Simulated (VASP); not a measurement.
Runs of VASP 6.6.1 on SnO2. The structure is that of space group Pnnm (No. 58), or close to it. The cells are those of the table. 

```tsv
cell	gap on the mesh (eV)	pressure (GPa)	largest force (eV/Å)
a = 4.474, b = 5.046, c = 3.201 Å, 6 atoms	1.71	1.1	0.11
a = 4.617, b = 4.903, c = 3.201 Å, 6 atoms	(a)	1.1	0.05
a = 5.045, b = 4.474, c = 3.201 Å, 6 atoms	1.71	1.1	0.11
a = 4.974, b = 4.546, c = 3.201 Å, 6 atoms	1.75	1.1	0.07
```

Alike in all rows: task single point; level r2SCAN; potentials or basis VASP PAW PBE potentials, release 64 (Sn_d, O); no spin polarisation; k mesh 6 × 6 × 8; cutoff (eV) 520; smearing gaussian 0.05 eV.

Question: Estimate the missing entries.

Answer: (a) 1.77.

Caveats: the PAW data sets were made with another functional, which shifts forces and pressure a little; spin-orbit coupling is left out, which moves the levels of the heavy elements.

A k mesh can miss the band edges, and the runs leave out spin-orbit coupling on Sn.
